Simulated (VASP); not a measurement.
BN: vibrations by perturbation theory with PBEsol

The system is BN.

```xyz
2
Lattice="0.0000 1.8013 1.8013 1.8013 0.0000 1.8013 1.8013 1.8013 0.0000" Properties=species:S:1:pos:R:3 pbc="T T T"
B     0.0000    0.0000    0.0000
N     2.7019    2.7019    2.7019
```

```json
{"Program": "VASP 6.6.1", "Task": "vibrations by perturbation theory", "Functional": "PBEsol", "Potentials or basis": "VASP PAW PBE potentials, release 64 (B, N)", "Cutoff": "520 eV", "k mesh": "12 × 12 × 12", "Occupations": "gaussian, width 0.01 eV", "Spin": "no spin polarisation", "Dipole correction": "no", "Further INCAR settings": "ALGO = Normal; EDIFF = 1e-08; NBANDS = 11; IBRION = 8; NSW = 1"}
```

```json
{
 "Electronic dielectric tensor (diagonal)": "4.63",
 "Born charges (mean of the diagonal)": "B +1.90; N -1.90 e",
 "Highest phonon frequency at Γ, LO-TO splitting left out": "1053 cm⁻¹"
}
```

Phonon frequencies in cm⁻¹ (negative: imaginary):
```tsv
q point	frequencies
(0.000, 0.000, 0.000)	0 0 0 1053 1053 1053
```

Electronic dielectric tensor:
```
4.63 0.00 0.00
0.00 4.63 0.00
0.00 0.00 4.63
```

Born effective charge tensors (e):
atom 1, B
```
1.90 0.00 0.00
0.00 1.90 0.00
0.00 0.00 1.90
```
atom 2, N
```
-1.90  0.00  0.00
 0.00 -1.90  0.00
 0.00  0.00 -1.90
```

Run time: 2.5 min on 1 thread of Intel Xeon 6975P-C, with other jobs on the host, peak memory 0.2 GiB.

Caveat: the cell wasn't relaxed at this level first, which shifts response properties.
